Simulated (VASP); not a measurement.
# Al16N15F (a cell with a defect) in VASP: further runs

The runs below take Al16N15F (a cell with a defect) through single point, with PBE, HSE06.

Program: VASP 6.6.1. These are calculated values, not measurements. Logs are shortened: lines on timing, memory, paths and dates and some standing lists are left out, and cuts for length are marked.

### 1 The cell of the first run

The cell holds a defect, 32 atoms: a = 6.260 Å, b = 6.260 Å, c = 10.035 Å, α = 90.00°, β = 90.00°, γ = 120.00°.

### 2 Single point, PBE, collinear spin

INCAR

```
SYSTEM = Al16N15F
  ALGO = Normal
  EDIFF = 1E-6
  ENCUT = 520
  GGA = PE
  ISIF = 2
  ISMEAR = -1
  ISPIN = 2
  LASPH = .TRUE.
  LCHARG = .FALSE.
  LORBIT = 11
  LREAL = Auto
  LWAVE = .FALSE.
  MAGMOM = 0 0 0 0 0 0.05 0 0 0 0.01 0 0 0 0.02 0 0 0.02 0 0.01 0 0.01 0.01 0.01 0.04 0 0.01 0.01 0.02 0.01 0 0.03 0.07
  NBANDS = 91
  NELECT = 129.0
  NELM = 150
  NUPDOWN = 1.0
  PREC = Accurate
  SIGMA = 0.01
```

KPOINTS

```
k-points
0
G
  1 1 1
  0 0 0
```

POSCAR

```
Al16N15F
1.0
    6.2595139128      0.0000000578      0.0000000000
   -3.1297570064      5.4208980350      0.0000000000
    0.0000000000      0.0000000000     10.0348065929
Al N F
16 15 1
Direct
    0.3305033290      0.1635023281      0.2500798298
    0.1701903232      0.3367689689      0.5019891045
    0.3395144760      0.1747453844      0.7539442769
    0.1696574396      0.3360183941      1.0020820807
    0.3326857239      0.6671104449      0.2512879955
    0.1825727045      0.8459180026      0.5117649783
    0.3394703970      0.6675833906      0.7539727472
    0.1720843597      0.8366946564      0.9980198221
    0.8354539201      0.1675319660      0.2475387003
    0.6560961721      0.3120173645      0.5045721996
    0.8420852687      0.1725888053      0.7517555654
    0.6663863758      0.3301228785      0.9972648368
    0.8263574107      0.6607332926      0.2191283409
    0.6676115356      0.8465394733      0.5060803281
    0.8440516022      0.6740126874      0.7512569382
    0.6673614241      0.8379274453      0.9976172781
    0.3338858922      0.1674974542      0.4406117752
    0.1696372780      0.3334323380      0.1920583217
    0.3340422764      0.1709281257      0.9415419173
    0.1736753617      0.3364649453      0.6904827699
    0.3364686469      0.6736629774      0.4424878002
    0.1653992919      0.8297961125      0.1907751891
    0.3345313422      0.6684925614      0.9418211265
    0.1823959419      0.8411535468      0.6984489627
    0.8364539557      0.1729048780      0.4386458482
    0.6628953012      0.3235292383      0.1870854546
    0.8366364636      0.1710095901      0.9395437272
    0.6748053919      0.3391038139      0.6898193119
    0.6660816381      0.8351076800      0.1883940136
    0.8340173937      0.6692518865      0.9431345529
    0.6738118757      0.8355674097      0.6920652559
    0.7342365931      0.6054003904      0.4061634622
```

Potentials or basis: VASP PAW PBE potentials, release 64 (Al, N, F).

Started as:

```bash
$ cat potpaw_PBE.64/Al/POTCAR potpaw_PBE.64/N/POTCAR potpaw_PBE.64/F/POTCAR > POTCAR
$ mpirun -np 1 vasp_gam > vasp.out
```

OUTCAR:

```text
SYSTEM = Al16N15F
   EDIFF = 1E-6
   ENCUT = 520
   GGA = PE
   ISIF = 2
   ISMEAR = -1
   ISPIN = 2
   LASPH = .TRUE.
   LORBIT = 11
   LREAL = Auto
   NELECT = 129.0
   NELM = 150
   NUPDOWN = 1.0
   PREC = Accurate

 ion  position               nearest neighbor table
   1  0.331  0.164  0.250-  18 1.89  22 1.90  26 1.91  17 1.91   4 3.08   8 3.09  10 3.11   2 3.11
                             9 3.11   5 3.11  12 3.12  13 3.12   6 3.14   5 3.15   9 3.15  13 3.17
   2  0.170  0.337  0.502-  20 1.89  17 1.91  25 1.92  21 1.92  11 3.07   5 3.09   7 3.10   3 3.10
                            14 3.11   1 3.11   6 3.11  10 3.12   9 3.13  10 3.14   6 3.15  14 3.15
   3  0.340  0.175  0.754-  19 1.88  20 1.89  24 1.89  28 1.93   6 3.01  12 3.02  10 3.04   8 3.06
                             4 3.07   7 3.09   2 3.10  11 3.11  15 3.12  15 3.14  11 3.15   7 3.17
   4  0.170  0.336  0.002-  19 1.89  23 1.90  18 1.91  27 1.91   9 3.06   3 3.07   7 3.07   1 3.08
                            11 3.08   5 3.08   8 3.13  12 3.13  16 3.13  16 3.13  12 3.13   8 3.13
   5  0.333  0.667  0.251-  22 1.89  18 1.90  29 1.91  21 1.92   4 3.08   2 3.09   8 3.11   1 3.11
                             9 3.12  16 3.13  13 3.13  14 3.14   9 3.14   1 3.15   6 3.17  13 3.17
   6  0.183  0.846  0.512-  24 1.87  17 1.88  21 1.90  10 2.94   3 3.01  15 3.02  14 3.03   7 3.04
                             2 3.11   1 3.14   2 3.15   5 3.17  14 3.23  10 3.32
   7  0.339  0.668  0.754-  24 1.88  23 1.89  20 1.90  31 1.92  16 3.02   6 3.04   8 3.05  14 3.06
                             4 3.07   3 3.09   2 3.10  11 3.11  15 3.12  15 3.14  11 3.15   3 3.17
   8  0.172  0.837  0.998-  23 1.88  19 1.90  30 1.91  22 1.93  13 2.90  15 3.05   7 3.05   3 3.06
                             1 3.09  12 3.09  16 3.10   5 3.11   4 3.13   4 3.13  16 3.16  12 3.17
   9  0.835  0.168  0.248-  26 1.88  18 1.90  29 1.90  25 1.92   4 3.06  16 3.08  12 3.09   1 3.11
                             5 3.12  10 3.12  14 3.12  13 3.13   2 3.13   5 3.14   1 3.15  13 3.16
  10  0.656  0.312  0.505-  25 1.86  17 1.86  28 1.86  32 1.92   6 2.94  14 2.95   3 3.04  11 3.05
                             1 3.11   9 3.12   2 3.12   2 3.14  15 3.16  14 3.31   6 3.32
  11  0.842  0.173  0.752-  27 1.88  20 1.90  28 1.91  31 1.92  14 3.03  10 3.05  12 3.06  16 3.06
                             2 3.07   4 3.08   7 3.11   3 3.11  15 3.13  15 3.13   3 3.15   7 3.15
  12  0.666  0.330  0.997-  27 1.88  19 1.89  26 1.91  30 1.92  13 2.86   3 3.02  11 3.06  16 3.08
                             9 3.09   8 3.09  15 3.09   1 3.12   4 3.13   4 3.13   8 3.17  16 3.18
  13  0.826  0.661  0.219-  29 1.84  26 1.86  22 1.86  32 1.94  12 2.86  16 2.87   8 2.90   1 3.12
                             5 3.13   9 3.13   9 3.16   5 3.17   1 3.17
  14  0.668  0.847  0.506-  31 1.87  25 1.89  21 1.91  32 2.02  10 2.95  11 3.03   6 3.03   7 3.06
                            15 3.10   2 3.11   9 3.12   5 3.14   2 3.15   6 3.23  10 3.31
  15  0.844  0.674  0.751-  31 1.89  24 1.91  28 1.92  30 1.93   6 3.02   8 3.05  16 3.09  12 3.09
                            14 3.10   3 3.12   7 3.12  11 3.13  11 3.13   7 3.14   3 3.14  10 3.16
  16  0.667  0.838  0.998-  23 1.89  27 1.90  30 1.90  29 1.91  13 2.87   7 3.02  11 3.06   9 3.08
                            12 3.08  15 3.09   8 3.10   5 3.13   4 3.13   4 3.13   8 3.16  12 3.18
  17  0.334  0.167  0.441-  10 1.86   6 1.88   2 1.91   1 1.91
  18  0.170  0.333  0.192-   1 1.89   9 1.90   5 1.90   4 1.91
  19  0.334  0.171  0.942-   3 1.88   4 1.89  12 1.89   8 1.90
  20  0.174  0.336  0.690-   3 1.89   2 1.89  11 1.90   7 1.90
  21  0.336  0.674  0.442-   6 1.90  14 1.91   5 1.92   2 1.92
  22  0.165  0.830  0.191-  13 1.86   5 1.89   1 1.90   8 1.93
  23  0.335  0.668  0.942-   8 1.88   7 1.89  16 1.89   4 1.90
  24  0.182  0.841  0.698-   6 1.87   7 1.88   3 1.89  15 1.91
  25  0.836  0.173  0.439-  10 1.86  14 1.89   2 1.92   9 1.92
  26  0.663  0.324  0.187-  13 1.86   9 1.88  12 1.91   1 1.91
  27  0.837  0.171  0.940-  12 1.88  11 1.88  16 1.90   4 1.91
  28  0.675  0.339  0.690-  10 1.86  11 1.91  15 1.92   3 1.93
  29  0.666  0.835  0.188-  13 1.84   9 1.90   5 1.91  16 1.91
  30  0.834  0.669  0.943-  16 1.90   8 1.91  12 1.92  15 1.93
  31  0.674  0.836  0.692-  14 1.87  15 1.89   7 1.92  11 1.92
  32  0.734  0.605  0.406-  10 1.92  13 1.94  14 2.02

  LATTYP: Found a hexagonal cell.
 ALAT       =     6.2595139128
 C/A-ratio  =     1.6031287306

  Lattice vectors:

 A1 = (   6.2595139128,   0.0000000578,   0.0000000000)
 A2 = (  -3.1297570064,   5.4208980350,   0.0000000000)
 A3 = (   0.0000000000,   0.0000000000,  10.0348065929)

Analysis of symmetry for initial positions (statically):
=====================================================================
 Subroutine PRICEL returns:
 Original cell was already a primitive cell.

 Routine SETGRP: Setting up the symmetry group for a
 hexagonal supercell.

 Subroutine GETGRP returns: Found  1 space group operations
 (whereof  1 operations were pure point group operations)
 out of a pool of 24 trial point group operations.

The static configuration has the point symmetry C_1 .

Analysis of symmetry for dynamics (positions and initial velocities):
=====================================================================
 Subroutine PRICEL returns:
 Original cell was already a primitive cell.

 Routine SETGRP: Setting up the symmetry group for a
 hexagonal supercell.

[... 155 lines left out ...]
   LREAL  =      T    real-space projection
   EDIFFG = 0.1E-04   stopping-criterion for IOM
   NSW    =      0    number of steps for IOM
[... 5 lines left out ...]
   TEBEG  =    0.0;   TEEND  =   0.0 temperature during run
   PSTRESS=    0.0 pullay stress
   NELECT =     129.0000    total number of electrons
   NUPDOWN=       1.0000    fix difference up-down
   EMIN   =  10.00;   EMAX   =-10.00  energy-range for DOS
   EFERMI =   0.00;   METHOD = LEGACY
   ISMEAR =    -1;   SIGMA  =   0.01  broadening in eV -4-tet -1-fermi 0-gaus
   EFERMI_NEDOS =   21; number of points for ismear=-14 and -15
   IALGO  =     38    algorithm
   IMIX   =      4    mixing-type and parameters
     AMIX     =   0.40;   BMIX     =  1.00
     AMIX_MAG =   1.60;   BMIX_MAG =  1.00
  volume/ion in A,a.u.               =      10.64        71.81
  Fermi-wavevector in a.u.,A,eV,Ry     =   1.184580  2.238532 19.092105  1.403230
  Thomas-Fermi vector in A             =   2.320791
   LORBIT       =     11    0 simple, 1 ext, 2 COOP (PROOUT), +10 PAW based schemes
   GGA     = PE    functional components
   LHFCALC =     F    Hartree Fock is set to
   AEXX    =    0.0000 exact exchange contribution
   IVDW    =     0    specifies the selected vdW correction
   LEPSILON=     F    determine dielectric tensor
   LRPA    =     F    only Hartree local field effects (RPA)
 spin polarized calculation
  energy-cutoff  :      520.00
  volume of cell :      340.50
 maximum number of plane-waves:      4582
 NGX is ok and might be reduce to    48
   NGX = 23   NGY = 23   NGZ = 37

 number of electron     129.0000002 magnetization       1.0000155

 Free energy of the ion-electron system (eV)
  ---------------------------------------------------
  ext. energy  EPLUGINS =         0.00000000
  ---------------------------------------------------
  free energy    TOTEN  =      -230.26358893 eV

  energy without entropy =     -230.26358893  energy(sigma->0) =     -230.26358893

 E-fermi :   6.2925     XC(G=0): -10.7338

 val. band max:        7.6615914142   @ k =   0.0000   0.0000   0.0000
 cond. band min:       8.5540246922   @ k =   0.0000   0.0000   0.0000
 fundamental gap:      0.8924332780
 Fermi energy:         7.9450322647

 spin component 1

 k-point     1 :       0.0000    0.0000    0.0000
  band No.  band energies     occupation
      1     -19.1925      1.00000
      2      -8.8409      1.00000
      3      -8.0871      1.00000
      4      -7.9515      1.00000
      5      -7.1353      1.00000
      6      -7.0617      1.00000
[... 68 lines left out ...]
     75      11.8967      0.00000
     76      11.9168      0.00000
 Fermi energy:         6.2925433031

 spin component 2

 k-point     1 :       0.0000    0.0000    0.0000
  band No.  band energies     occupation
      1     -19.0644      1.00000
      2      -8.8193      1.00000
      3      -8.0636      1.00000
      4      -7.9337      1.00000
      5      -7.1110      1.00000
      6      -7.0371      1.00000
[... 68 lines left out ...]
     75      11.9370      0.00000
     76      12.0127      0.00000
 [bands above 76 left out]

------------------------ aborting loop because EDIFF is reached ----------------------------------------

  FORCE on cell =-STRESS in cart. coord.  units (eV):
  Direction    XX          YY          ZZ          XY          YZ          ZX
  --------------------------------------------------------------------------------------
  -------------------------------------------------------------------------------------
  Total        5.6982534      5.1597168    -15.9491450     -0.1590904      1.4928284      1.8033725
  in kB       26.8121405     24.2781501    -75.0459281     -0.7485723      7.0242442      8.4854557
  external PRESSURE =      -7.9852125 kB  Pullay stress =       0.0000000 kB

 VOLUME and BASIS-vectors are now :
 -----------------------------------------------------------------------------
  energy-cutoff  :      520.00
  volume of cell :      340.50
      direct lattice vectors                 reciprocal lattice vectors
     6.259513913  0.000000058  0.000000000     0.159756813  0.092235641  0.000000000
    -3.129757006  5.420898035  0.000000000    -0.000000002  0.184471279  0.000000000
     0.000000000  0.000000000 10.034806593     0.000000000  0.000000000  0.099653141

 POSITION                                       TOTAL-FORCE (eV/Angst)
 -----------------------------------------------------------------------------------
      1.55707      0.88633      2.50950         0.152703     -0.007952     -0.482770
      0.01130      1.82559      5.03736        -0.089411      0.122644     -0.433412
      1.57828      0.94728      7.56569         0.170354     -0.040498     -0.385361
      0.01032      1.82152      0.02089        -0.133632      0.044168     -0.452055
     -0.00544      3.61634      2.52163         0.157560     -0.047835     -0.441425
     -1.50470      4.58564      5.13546         0.700098      0.200773     -0.278525
[... 24 lines left out ...]
      1.60261      4.52953      6.94474         0.051657      0.122258      0.360767
      2.70121      3.28181      4.07577         0.034262      0.190293     -0.248051
 -----------------------------------------------------------------------------------
    total drift:                                0.012437     -0.006784      0.013657

  FREE ENERGIE OF THE ION-ELECTRON SYSTEM (eV)
  ---------------------------------------------------
  free  energy   TOTEN  =      -230.2635889256 eV

  energy  without entropy=     -230.2635889256  energy(sigma->0) =     -230.26358893

 total charge

# of ion       s       p       d       tot
------------------------------------------
    1        0.336   0.432   0.000   0.767
    2        0.333   0.426   0.000   0.759
    3        0.342   0.439   0.000   0.781
    4        0.338   0.435   0.000   0.774
    5        0.336   0.429   0.000   0.765
    6        0.383   0.415   0.000   0.798
[... 24 lines left out ...]
   31        1.199   2.668   0.000   3.867
   32        1.757   4.407   0.000   6.164
--------------------------------------------------
tot         25.222  51.404   0.000  76.626

 magnetization (x)

# of ion       s       p       d       tot
------------------------------------------
    1       -0.000  -0.000   0.000  -0.000
    2       -0.000  -0.000   0.000  -0.000
    3        0.002   0.002   0.000   0.004
    4        0.002   0.000   0.000   0.002
    5       -0.000  -0.000   0.000  -0.000
    6        0.038   0.055   0.000   0.092
[... 24 lines left out ...]
   31        0.008   0.014   0.000   0.022
   32        0.025   0.035   0.000   0.059
--------------------------------------------------
tot          0.174   0.199   0.000   0.373
```

It took 69 s on 1 thread of AMD EPYC 9R45 (Zen 5), shared host; peak memory 0.53 GiB.

Results:

```
Free energy                                           : -230.2636 eV
Largest force                                         : 0.780 eV/Å
Net moment                                            : 1.00 μB per cell
Site moments                                          : Al -0.00, +0.00, +0.09, +0.01, +0.03, +0.04 (each value once); N +0.02, +0.00, +0.01, +0.04 (each value once); F +0.06 μB
Valence electrons inside the program's atomic spheres : Al 0.77, 0.76, 0.78, 0.80, 0.79 (each value once); N 3.87, 3.88, 3.85, 3.86, 3.89 (each value once); F 6.16
```

Forces on the atoms (eV/Å):
```
Al   0.153 -0.008 -0.483
Al  -0.089  0.123 -0.433
Al   0.170 -0.040 -0.385
Al  -0.134  0.044 -0.452
Al   0.158 -0.048 -0.441
Al   0.700  0.201 -0.279
Al   0.130 -0.053 -0.425
Al  -0.152  0.045 -0.395
Al   0.071 -0.095 -0.451
Al  -0.058 -0.132 -0.150
Al   0.044 -0.062 -0.355
Al  -0.099  0.062 -0.365
Al   0.117 -0.107 -0.381
Al  -0.617  0.031 -0.367
Al   0.026 -0.182 -0.206
Al  -0.109  0.075 -0.369
N   -0.228 -0.269  0.557
N   -0.165  0.112  0.591
N    0.234 -0.160  0.440
N   -0.216  0.055  0.410
N    0.031 -0.079  0.534
N   -0.423 -0.018  0.327
N    0.189  0.007  0.447
N   -0.457 -0.042  0.430
N    0.568 -0.048  0.489
N   -0.102  0.273  0.081
N    0.165 -0.131  0.364
N   -0.131  0.170  0.433
N   -0.062  0.060  0.186
N    0.201 -0.095  0.535
N    0.052  0.122  0.361
F    0.034  0.190 -0.248
```

Caveat: the k points lie up to 1.16 Å⁻¹ apart; the cell carries a net charge on a neutralising background, which shifts energy and pressure; the cell is charged against a uniform background, so pressure and absolute levels hang on convention; the total moment is fixed, so each spin has its own Fermi level.

### 3 Single point, PBE, collinear spin

INCAR

```
SYSTEM = Al16N15F
PREC = Accurate ; ENCUT = 520
EDIFF = 1E-6 ; ISMEAR = 0
SIGMA = 0.01 ; LREAL = Auto
LASPH = .True. ; NELM = 150
ALGO = Normal ; ISIF = 2
LWAVE = .False. ; LCHARG = .False.
ISPIN = 2 ; MAGMOM = 0 0 0 0 0 0.06 0 0 0 0.01 0 0 0 0.02 0 0 0.06 0 0 0 0.02 0 0 0.06 0.02 0 0 0.02 0 0 0.02 0.08
LORBIT = 11 ; NUPDOWN = 1.0
GGA = PE ; NELECT = 129.0
NBANDS = 91
```

KPOINTS

```
Automatic mesh
0
Gamma
  1 1 1
  0.25 0.25 0.25
```

POSCAR, as its differences from that of step 2:

```diff
@@ -2,5 +2,5 @@
 1.0
-    6.2595139128      0.0000000578      0.0000000000
-   -3.1297570064      5.4208980350      0.0000000000
-    0.0000000000      0.0000000000     10.0348065929
+    6.2595139092      0.0000000618      0.0000000000
+   -3.1297570081      5.4208980298      0.0000000000
+    0.0000000000      0.0000000000     10.0348065900
 Al N F
```

Potentials or basis: VASP PAW PBE potentials, release 64 (Al, N, F).

Started as:

```bash
$ cat potpaw_PBE.64/Al/POTCAR potpaw_PBE.64/N/POTCAR potpaw_PBE.64/F/POTCAR > POTCAR
$ mpirun -np 1 vasp_std > vasp.out
```

Wall time 7.3 min (1 thread of AMD EPYC 9R45 (Zen 5), shared host); peak memory 0.68 GiB.

Results (log left out):

* Free energy: -241.2106 eV
* Largest force: 0.308 eV/Å
* Net moment: 1.00 μB per cell
* Site moments: Al -0.00, +0.00, +0.11, +0.01, +0.03 (each value once); N +0.04, -0.00, +0.00, +0.03, +0.01, +0.05, +0.02 (each value once); F +0.06 μB
* Valence electrons inside the program's atomic spheres: Al 0.79, 0.80, 0.81, 0.76, 0.78 (each value once); N 3.85, 3.84, 3.82, 3.83 (each value once); F 6.15

Forces on the atoms (eV/Å):
```
Al   0.117 -0.048 -0.010
Al  -0.080  0.072 -0.001
Al   0.116 -0.072  0.013
Al  -0.115  0.067  0.010
Al   0.121 -0.054  0.013
Al   0.013 -0.029  0.057
Al   0.087 -0.076 -0.004
Al  -0.117  0.064 -0.002
Al   0.109 -0.062  0.021
Al  -0.004  0.003  0.084
Al   0.102 -0.048  0.002
Al  -0.117  0.070  0.007
Al   0.149 -0.096 -0.031
Al  -0.138  0.039 -0.105
Al   0.140 -0.083 -0.002
Al  -0.123  0.064  0.009
N    0.024 -0.038 -0.003
N   -0.180  0.079 -0.009
N    0.166 -0.096 -0.002
N   -0.159  0.100  0.011
N    0.189 -0.056 -0.008
N   -0.172  0.116 -0.003
N    0.193 -0.097  0.001
N   -0.159  0.064  0.047
N    0.109 -0.282 -0.056
N   -0.122  0.138 -0.041
N    0.177 -0.114 -0.003
N   -0.151  0.093  0.014
N   -0.227  0.085  0.018
N    0.178 -0.100 -0.003
N   -0.128  0.108 -0.054
F    0.002  0.189  0.030
```

Caveat: the k points lie up to 1.16 Å⁻¹ apart; the cell carries a net charge on a neutralising background, which shifts energy and pressure; the cell is charged against a uniform background, so pressure and absolute levels hang on convention; the total moment is fixed, so each spin has its own Fermi level.

[end of part 1 of 2]
